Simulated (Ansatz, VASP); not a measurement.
**One calculation of ScGa3N2, two programs**

```
Sc Ga N
1.0
     5.19187    0.00000    0.00000
    -2.59593    4.49629    0.00000
     0.00000    0.00000    4.04501
Sc Ga N
1 3 2
Direct
  0.00000 0.00000 0.00000
  0.50000 0.00000 0.50000
  0.00000 0.50000 0.50000
  0.50000 0.50000 0.50000
  0.33333 0.66667 0.00000
  0.66667 0.33333 0.00000
```

Change from the starting cell: species swapped into the LaCu2Ni3 type (P6/mmm, No. 191).

Alike in both runs: task single point; functional PBE; k mesh 6 × 6 × 4; occupations gaussian, width 0.1 eV; no spin polarisation.

```csv
,VASP,Ansatz
version,VASP 6.6.1,Ansatz 0.2.0
potentials or method,"VASP PAW PBE potentials, release 64 (Sc_sv, Ga_d, N), cutoff 520 eV","scalar-relativistic, plane waves, PAW"
valence electrons in the cell,60,60
```

|  | VASP | Ansatz | Ansatz less VASP |
| --- | --- | --- | --- |
| gap on the k mesh at the Fermi level (eV) | none | none | - |
| pressure (GPa) | -12.8 | -13.0 | -0.18 |
| traceless stress, the component that is largest in VASP (GPa) | -10.44 | -10.42 | +0.015 |

A gap of «none» marks a metal or a gap that the smearing closes. The functional is the same, so the differences come from potentials, cutoffs and numerics.

The k mesh is coarse, so the values compare programs but aren't converged.
